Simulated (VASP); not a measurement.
# AlN (wurtzite) (P6_3mc) in VASP: notebook

AlN (wurtzite) is run at these levels: LDA; tasks: single point.

All numbers are computed with VASP 6.6.1; they aren't measurements. Logs are shortened: lines on timing, memory, paths and dates and some standing lists are left out, and cuts for length are marked.

**1. The cell of the first run**

The structure is hexagonal, space group P6_3mc (No. 186). Conventional cell: a = 3.089 Å, b = 3.089 Å, c = 4.919 Å, α = 90.00°, β = 90.00°, γ = 120.00°. Within 2.5 Å of Al (site symmetry 3m) lie 4 N at 1.87 to 1.88 Å. Within 2.5 Å of N (site symmetry 3m) lie 4 Al at 1.87 to 1.88 Å.

**2. Single point, LDA**

Input file INCAR:

```
SYSTEM = AlN
PREC     = Accurate       ! precision mode
ENCUT    = 520            ! plane-wave cutoff, eV
EDIFF    = 1E-6           ! SCF threshold, eV
ISMEAR   = 0              ! smearing method
SIGMA    = 0.01           ! smearing width, eV
LREAL    = .FALSE.        ! projectors in reciprocal space
LASPH    = .TRUE.         ! aspherical terms in the spheres
NELM     = 60             ! most SCF steps
ALGO     = Normal         ! electronic algorithm
ISIF     = 2              ! what is computed and relaxed
LWAVE    = .FALSE.        ! write WAVECAR
LCHARG   = .TRUE.         ! write CHGCAR
LELF     = .TRUE.         ! ELF
LVHAR    = .TRUE.       
NBANDS   = 16             ! bands
```

Input file KPOINTS:

```
Automatic mesh
0
G
  8 8 5
  0 0 0
```

Input file POSCAR:

```
AlN
1.0
    3.0887828234      0.0000000000      0.0000000000
   -1.5443914117      2.6749643918      0.0000000000
    0.0000000000      0.0000000000      4.9185908102
Al N
2 2
Direct
    0.3333333333      0.6666666667     -0.0004970631
    0.6666666667      0.3333333333      0.4995029369
    0.3333333333      0.6666666667      0.3824970631
    0.6666666667      0.3333333333      0.8824970631
```

Potentials or basis: VASP PAW LDA potentials, release 64 (Al, N).

The run is started by

```bash
cat potpaw_LDA.64/Al/POTCAR potpaw_LDA.64/N/POTCAR > POTCAR
mpirun -np 1 vasp_std > vasp.out
```

OUTCAR:

```text
SYSTEM = AlN
   PREC = Accurate
   ENCUT = 520
   EDIFF = 1E-6
   ISMEAR = 0
   LREAL = .FALSE.
   LASPH = .TRUE.
   NELM = 60
   ISIF = 2

 ion  position               nearest neighbor table
   1  0.333  0.667  1.000-   4 1.87   4 1.87   4 1.87   3 1.88   2 3.04   2 3.04   2 3.04   2 3.04
                             2 3.04   2 3.04
   2  0.667  0.333  0.500-   3 1.87   3 1.87   3 1.87   4 1.88   1 3.04   1 3.04   1 3.04   1 3.04
                             1 3.04   1 3.04
   3  0.333  0.667  0.382-   2 1.87   2 1.87   2 1.87   1 1.88
   4  0.667  0.333  0.882-   1 1.87   1 1.87   1 1.87   2 1.88

  LATTYP: Found a hexagonal cell.
 ALAT       =     3.0887828234
 C/A-ratio  =     1.5924042224

  Lattice vectors:

 A1 = (   3.0887828234,   0.0000000000,   0.0000000000)
 A2 = (  -1.5443914117,   2.6749643918,   0.0000000000)
 A3 = (   0.0000000000,   0.0000000000,   4.9185908102)

Analysis of symmetry for initial positions (statically):
=====================================================================
 Subroutine PRICEL returns:
 Original cell was already a primitive cell.

 Routine SETGRP: Setting up the symmetry group for a
 hexagonal supercell.

 Subroutine GETGRP returns: Found 12 space group operations
 (whereof  6 operations were pure point group operations)
 out of a pool of 24 trial point group operations.

The static configuration has the point symmetry C_3v.
 The point group associated with its full space group is C_6v.

Analysis of symmetry for dynamics (positions and initial velocities):
=====================================================================
 Subroutine PRICEL returns:
 Original cell was already a primitive cell.

 Routine SETGRP: Setting up the symmetry group for a
 hexagonal supercell.

 Subroutine GETGRP returns: Found 12 space group operations
 (whereof  6 operations were pure point group operations)
 out of a pool of 24 trial point group operations.

The dynamic configuration has the point symmetry C_3v.
 The point group associated with its full space group is C_6v.

 Subroutine INISYM returns: Found 12 space group operations
 (whereof  6 operations are pure point group operations),
 and found     1 'primitive' translations

----------------------------------------------------------------------------------------

                                     Primitive cell

  volume of cell :      40.6393

  direct lattice vectors                    reciprocal lattice vectors
     3.088782823  0.000000000  0.000000000     0.323752124  0.186918376  0.000000000
    -1.544391412  2.674964392  0.000000000     0.000000000  0.373836752  0.000000000
     0.000000000  0.000000000  4.918590810     0.000000000  0.000000000  0.203310265

  length of vectors
     3.088782823  3.088782823  4.918590810     0.373836752  0.373836752  0.203310265

  position of ions in fractional coordinates (direct lattice)
     0.333333333  0.666666667  0.999502937
     0.666666667  0.333333333  0.499502937
     0.333333333  0.666666667  0.382497063
     0.666666667  0.333333333  0.882497063

  ion indices of the primitive-cell ions
   primitive index   ion index
                 1           1
                 2           2
                 3           3
                 4           4

----------------------------------------------------------------------------------------

 KPOINTS: Automatic mesh

Automatic generation of k-mesh.
 Grid dimensions read from file:
 generate k-points for:    8    8    5

 Generating k-lattice:

  Cartesian coordinates                     Fractional coordinates (reciprocal lattice)
     0.040469016  0.023364797  0.000000000     0.125000000  0.000000000  0.000000000
     0.000000000  0.046729594  0.000000000     0.000000000  0.125000000  0.000000000
     0.000000000  0.000000000  0.040662053     0.000000000  0.000000000  0.200000000

  Length of vectors
     0.046729594  0.046729594  0.040662053

  Shift w.r.t. Gamma in fractional coordinates (k-lattice)
     0.000000000  0.000000000  0.000000000

 Subroutine IBZKPT returns following result:
 ===========================================

 Found     30 irreducible k-points:

 Following reciprocal coordinates:
            Coordinates               Weight
  0.000000  0.000000  0.000000      1.000000
  0.125000  0.000000  0.000000      6.000000
  0.250000  0.000000  0.000000      6.000000
  0.375000 -0.000000  0.000000      6.000000
  0.500000  0.000000  0.000000      3.000000
  0.125000  0.125000  0.000000      6.000000
[... 16 lines left out ...]
  0.250000  0.000000  0.400000     12.000000
  0.375000 -0.000000  0.400000     12.000000
 [... further k-points ...]
   k-points           NKPTS =     30   k-points in BZ     NKDIM =     30   number of bands    NBANDS=     16
   number of dos      NEDOS =    301   number of ions     NIONS =      4
   total plane-waves  NPLWV =  23040
   dimension x,y,z NGX =    24 NGY =   24 NGZ =   40
   dimension x,y,z NGXF=    48 NGYF=   48 NGZF=   80
   ions per type =               2   2
   NGX,Y,Z   is equivalent  to a cutoff of  12.92, 12.92, 13.52 a.u.
   NGXF,Y,Z  is equivalent  to a cutoff of  25.83, 25.83, 27.04 a.u.
 SYSTEM =  AlN
   PREC   = accura    normal or accurate (medium, high low for compatibility)
   ISTART =      0    job   : 0-new  1-cont  2-samecut
   ICHARG =      2    charge: 1-file 2-atom 10-const
   ISPIN  =      1    spin polarized calculation?
   LNONCOLLINEAR =      F non collinear calculations
   LSORBIT =      F    spin-orbit coupling
   LASPH  =      T    aspherical Exc in radial PAW
   ENCUT  =  520.0 eV  38.22 Ry    6.18 a.u.   5.74  5.74  9.15*2*pi/ulx,y,z
   NELM   =     60;   NELMIN=  2; NELMDL= -5     # of ELM steps
   EDIFF  = 0.1E-05   stopping-criterion for ELM
   LREAL  =      F    real-space projection
   EDIFFG = 0.1E-04   stopping-criterion for IOM
   NSW    =      0    number of steps for IOM
   IBRION =     -1    ionic relax: 0-MD 1-quasi-New 2-CG
   NFREE  =      0    steps in history (QN), initial steepest desc. (CG)
   ISIF   =      2    stress and relaxation
   ISYM   =      2    0-nonsym 1-usesym 2-fastsym
   POTIM  = 0.5000    time-step for ionic-motion
   TEBEG  =    0.0;   TEEND  =   0.0 temperature during run
   PSTRESS=    0.0 pullay stress
   NELECT =      16.0000    total number of electrons
   NUPDOWN=      -1.0000    fix difference up-down
   EMIN   =  10.00;   EMAX   =-10.00  energy-range for DOS
   EFERMI =   0.00;   METHOD = LEGACY
   ISMEAR =     0;   SIGMA  =   0.01  broadening in eV -4-tet -1-fermi 0-gaus
   EFERMI_NEDOS =   21; number of points for ismear=-14 and -15
   IALGO  =     38    algorithm
   IMIX   =      4    mixing-type and parameters
     AMIX     =   0.40;   BMIX     =  1.00
     AMIX_MAG =   1.60;   BMIX_MAG =  1.00
  volume/ion in A,a.u.               =      10.16        68.56
  Fermi-wavevector in a.u.,A,eV,Ry     =   1.199866  2.267418 19.588019  1.439679
  Thomas-Fermi vector in A             =   2.335717
   LORBIT       =      0    0 simple, 1 ext, 2 COOP (PROOUT), +10 PAW based schemes
   GGA     = CA    functional components
   LHFCALC =     F    Hartree Fock is set to
   AEXX    =    0.0000 exact exchange contribution
   IVDW    =     0    specifies the selected vdW correction
   LEPSILON=     F    determine dielectric tensor
   LRPA    =     F    only Hartree local field effects (RPA)
 non-spin polarized calculation
 Gauss-broadening in eV      SIGMA  =   0.01
  energy-cutoff  :      520.00
  volume of cell :       40.64
 maximum number of plane-waves:      1104
 NGX is ok and might be reduce to    24
   NGX = 11   NGY = 11   NGZ = 19

 number of electron      15.9999998 magnetization

 Free energy of the ion-electron system (eV)
  ---------------------------------------------------
  ext. energy  EPLUGINS =         0.00000000
  ---------------------------------------------------
  free energy    TOTEN  =       -32.83889567 eV

  energy without entropy =      -32.83889567  energy(sigma->0) =      -32.83889567

 E-fermi :   6.3124     XC(G=0): -11.3650

 val. band max:        6.1977053021   @ k =   0.0000   0.0000   0.0000
 cond. band min:      10.6369292582   @ k =   0.0000   0.0000   0.0000
 fundamental gap:      4.4392239561
 Fermi energy:         6.3124395795

 k-point     1 :       0.0000    0.0000    0.0000
  band No.  band energies     occupation
      1      -9.0404      2.00000
      2      -6.7080      2.00000
      3       0.0062      2.00000
      4       5.2449      2.00000
      5       5.2449      2.00000
      6       5.9222      2.00000
[... 8 lines left out ...]
     15      19.3033      0.00000
     16      19.4249      0.00000

 k-point     2 :       0.1250    0.0000    0.0000
  band No.  band energies     occupation
      1      -8.8329      2.00000
      2      -6.5918      2.00000
      3       0.2470      2.00000
      4       4.3600      2.00000
      5       4.9932      2.00000
      6       5.1127      2.00000
[... 8 lines left out ...]
     15      19.0080      0.00000
     16      19.2402      0.00000

 k-point     3 :       0.2500    0.0000    0.0000
  band No.  band energies     occupation
      1      -8.2513      2.00000
      2      -6.3172      2.00000
      3       0.9398      2.00000
      4       2.6029      2.00000
      5       3.6703      2.00000
      6       4.5149      2.00000
[... 8 lines left out ...]
     15      18.3766      0.00000
     16      19.4128      0.00000

 k-point     4 :       0.3750   -0.0000    0.0000
  band No.  band energies     occupation
      1      -7.4545      2.00000
      2      -6.1242      2.00000
      3       1.1246      2.00000
      4       1.9578      2.00000
      5       2.4298      2.00000
      6       4.1270      2.00000
[... 8 lines left out ...]
     15      18.4848      0.00000
     16      21.0471      0.00000

 k-point     5 :       0.5000    0.0000    0.0000
  band No.  band energies     occupation
      1      -6.9379      2.00000
      2      -6.1826      2.00000
      3       0.5626      2.00000
      4       1.9115      2.00000
      5       2.7221      2.00000
      6       3.9829      2.00000
[... 8 lines left out ...]
     15      19.0068      0.00000
     16      21.4140      0.00000

 k-point     6 :       0.1250    0.1250    0.0000
  band No.  band energies     occupation
      1      -8.4374      2.00000
      2      -6.3947      2.00000
      3       0.7146      2.00000
      4       3.4088      2.00000
      5       3.6164      2.00000
      6       4.8715      2.00000
[... 8 lines left out ...]
     15      18.7992      0.00000
     16      19.3804      0.00000
[... 267 lines left out ...]
 k-point    21 :       0.0000    0.0000    0.4000
  band No.  band energies     occupation
      1      -8.4142      2.00000
      2      -7.7321      2.00000
      3       1.9612      2.00000
      4       3.7037      2.00000
      5       5.4697      2.00000
      6       5.4697      2.00000
[... 8 lines left out ...]
     15      17.8974      0.00000
     16      17.8974      0.00000

 k-point    22 :       0.1250    0.0000    0.4000
  band No.  band energies     occupation
      1      -8.2232      2.00000
      2      -7.5641      2.00000
      3       1.9977      2.00000
      4       3.4640      2.00000
      5       4.8364      2.00000
      6       5.2803      2.00000
[... 8 lines left out ...]
     15      18.2678      0.00000
     16      18.3284      0.00000

 k-point    23 :       0.2500    0.0000    0.4000
  band No.  band energies     occupation
      1      -7.6988      2.00000
      2      -7.1196      2.00000
      3       1.7225      2.00000
      4       2.4337      2.00000
      5       4.0060      2.00000
      6       4.8869      2.00000
[... 8 lines left out ...]
     15      18.6873      0.00000
     16      19.2472      0.00000

 k-point    24 :       0.3750   -0.0000    0.4000
  band No.  band energies     occupation
      1      -7.0268      2.00000
      2      -6.6151      2.00000
      3       0.7699      2.00000
      4       1.1957      2.00000
      5       4.0948      2.00000
      6       4.5480      2.00000
[... 8 lines left out ...]
     15      18.7963      0.00000
     16      20.0069      0.00000

 [... further k-points ...]

------------------------ aborting loop because EDIFF is reached ----------------------------------------

  FORCE on cell =-STRESS in cart. coord.  units (eV):
  Direction    XX          YY          ZZ          XY          YZ          ZX
  --------------------------------------------------------------------------------------
  -------------------------------------------------------------------------------------
  Total        0.3034461      0.3034461      0.6249862      0.0000000      0.0000000      0.0000000
  in kB       11.9631642     11.9631642     24.6396739      0.0000000      0.0000000      0.0000000
  external PRESSURE =      16.1886674 kB  Pullay stress =       0.0000000 kB

 VOLUME and BASIS-vectors are now :
 -----------------------------------------------------------------------------
  energy-cutoff  :      520.00
  volume of cell :       40.64
      direct lattice vectors                 reciprocal lattice vectors
     3.088782823  0.000000000  0.000000000     0.323752124  0.186918376  0.000000000
    -1.544391412  2.674964392  0.000000000     0.000000000  0.373836752  0.000000000
     0.000000000  0.000000000  4.918590810     0.000000000  0.000000000  0.203310265

 POSITION                                       TOTAL-FORCE (eV/Angst)
 -----------------------------------------------------------------------------------
     -0.00000      1.78331      4.91615        -0.000000     -0.000000     -0.002225
      1.54439      0.89165      2.45685         0.000000      0.000000     -0.002225
     -0.00000      1.78331      1.88135         0.000000      0.000000      0.002225
      1.54439      0.89165      4.34064        -0.000000      0.000000      0.002225
 -----------------------------------------------------------------------------------
    total drift:                               -0.000000      0.000000     -0.000825

  FREE ENERGIE OF THE ION-ELECTRON SYSTEM (eV)
  ---------------------------------------------------
  free  energy   TOTEN  =       -32.8388956669 eV

  energy  without entropy=      -32.8388956669  energy(sigma->0) =      -32.83889567
```

Run time: 8.3 s. Hardware: 1 thread of Intel Xeon Platinum 8488C (Sapphire Rapids), shared host; peak memory 0.14 GiB.

What came out:

* Free energy: -32.8389 eV
* Pressure: 1.6 GPa
* Band gap on the k mesh: 4.44 eV, direct

Forces on the atoms (eV/Å):
```
Al   0.000  0.000 -0.002
Al   0.000  0.000 -0.002
N    0.000  0.000  0.002
N    0.000  0.000  0.002
```

**3. Single point, LDA**

This run uses another cell than the first one, of 10.11 Å³/atom, 0.995 times its volume.

Input file INCAR:

```
SYSTEM = AlN
  PREC = Accurate
  ENCUT = 520
  EDIFF = 1E-6
  ISMEAR = 0
  SIGMA = 0.01
  LREAL = .False.
  LASPH = .True.
  NELM = 100
  ALGO = Normal
  ISIF = 2
  LWAVE = .False.
  LCHARG = .True.
  GGA = CA
  LELF = .True.
  LVHAR = .True.
  NBANDS = 16
```

Input file KPOINTS:

```
regular mesh
0
Gamma
  8 8 5
  0 0 0
```

Input file POSCAR:

```
AlN
1.0
    3.0733389093      0.0000000000      0.0000000000
   -1.5366694546      2.6615895699      0.0000000000
    0.0000000000      0.0000000000      4.9433073469
Al N
2 2
Direct
    0.3333333333      0.6666666667      0.0004658509
    0.6666666667      0.3333333333      0.5004658509
    0.3333333333      0.6666666667      0.3815341491
    0.6666666667      0.3333333333      0.8815341491
```

Potentials or basis: VASP PAW LDA potentials, release 64 (Al, N).

The run is started by

```bash
cat potpaw_LDA.64/Al/POTCAR potpaw_LDA.64/N/POTCAR > POTCAR
mpirun -np 1 vasp_std > vasp.out
```

Wall time 8.6 s (1 thread of Intel Xeon Platinum 8488C (Sapphire Rapids), shared host); peak memory 0.12 GiB.

The run converged. Its results:

```
Free energy            : -32.8356 eV
Pressure               : 2.9 GPa
Band gap on the k mesh : 4.54 eV, direct
```

Stress tensor (GPa, compression positive):
```
3.41 0.00 0.00
0.00 3.41 0.00
0.00 0.00 1.77
```

Levels at points of the mesh, in eV from the valence-band top:
| k point | band 4 | band 5 | band 6 | band 7 | band 8 | band 9 | band 10 | band 11 | band 12 | band 13 |
| --- | --- | --- | --- | --- | --- | --- | --- | --- | --- | --- |
| (0.00, 0.00, 0.00) | -0.84 | -0.84 | -0.19 | -0.19 | 0.00 | 4.54 | 6.90 | 10.73 | 11.25 | 11.25 |
| (0.50, 0.00, 0.00) | -4.26 | -3.43 | -2.11 | -1.83 | -0.68 | 5.74 | 5.81 | 8.39 | 10.39 | 10.95 |

(Continued in part 2 of 2.)
